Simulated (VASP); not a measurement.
## Sr: single point with PBEsol

The system is Sr.

```
Sr
1.0
     4.24535    0.00000    0.00000
    -2.12268    3.67658    0.00000
     0.00000    0.00000    7.15575
Sr
2
Direct
  0.33333 0.66667 0.25000
  0.66667 0.33333 0.75000
```

This cell differs from its parent crystal: strain -0.015 along x and y, +0.015 along z.

```json
{"Program": "VASP 6.6.1", "Task": "single point", "Functional": "PBEsol", "Potentials or basis": "VASP PAW PBE potentials, release 64 (Sr_sv)", "Cutoff": "520 eV", "k mesh": "15 × 15 × 8", "Occupations": "gaussian, width 0.15 eV", "Spin": "no spin polarisation"}
```

```yaml
Pressure: -0.7 GPa
Band_gap_on_the_k_mesh: zero (bands 10 and 11 overlap by 0.24 eV)
```

Stress tensor (GPa, compression positive):
```
-0.51  0.00  0.00
 0.00 -0.51  0.00
 0.00  0.00 -1.07
```

Levels at points of the mesh, in eV from the Fermi level:
| k point | band 8 | band 9 | band 10 | band 11 | band 12 | band 13 |
| --- | --- | --- | --- | --- | --- | --- |
| (0.00, 0.00, 0.00) | -18.48 | -3.64 | -1.24 | -0.06 | 2.12 | 2.31 |
| (0.00, 0.00, 0.50) | -18.49 | -2.75 | -2.75 | 1.15 | 1.15 | 2.32 |

Run time: 9.1 min on 1 thread of Oxide Virtual Turin-like Processor, with other jobs on the host, peak memory 0.34 GiB.

Caveat: the cell differs from its parent crystal (strain -0.015 along x and y, +0.015 along z); the PAW data sets were made with another functional, which shifts forces and pressure a little.
